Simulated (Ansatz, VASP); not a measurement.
**GaN: VASP beside Ansatz**

```
Ga N
1.0
     3.16666    0.00000    0.00000
    -1.58333    2.74241    0.00000
     0.00000    0.00000    5.15948
Ga N
2 2
Direct
  0.33333 0.66667 0.99919
  0.66667 0.33333 0.49919
  0.33333 0.66667 0.37581
  0.66667 0.33333 0.87581
```

Alike in both runs: task relaxation of the atoms; functional PBEsol; k mesh 8 × 8 × 4; no spin polarisation.

|  | VASP | Ansatz |
| --- | --- | --- |
| version | VASP 6.6.1 | Ansatz 0.2.0 |
| potentials or method | VASP PAW PBE potentials, release 64 (Ga_d, N), cutoff 520 eV | all-electron LAPW, scalar-relativistic |
| occupations | gaussian, width 0.01 eV | fixed |

|  | VASP | Ansatz | Ansatz less VASP |
| --- | --- | --- | --- |
| gap on the k mesh at the Fermi level, each at its own relaxed structure (eV) | 1.99 | 1.99 | -0.003 |

VASP's potentials were made for PBE, not for PBEsol. Ansatz ran all-electron here, and VASP with PAW potentials.
